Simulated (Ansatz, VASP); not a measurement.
# Two plane-wave programs on BaO

```
Ba O
1.0
     0.00000    2.82146    2.82146
     2.82146    0.00000    2.82146
     2.82146    2.82146    0.00000
Ba O
1 1
Cartesian
  0.0000 0.0000 0.0000
  2.8215 2.8215 2.8215
```

Alike in both runs: task single point; functional PBE; k mesh 6 × 6 × 6; no spin polarisation.

```csv
,VASP,Ansatz
version,VASP 6.6.1,Ansatz 0.2.0
potentials or method,"VASP PAW PBE potentials, release 64 (Ba_sv, O), cutoff 600 eV","plane waves, PAW"
occupations,"gaussian, width 0.01 eV",fixed
valence electrons in the cell,16,16
```

Ansatz gave:

| Item | Value |
| --- | --- |
| pressure (GPa) | -2.3 |

Estimate VASP's values.

pressure (GPa): -1.0.

Neither program's run includes spin-orbit coupling.
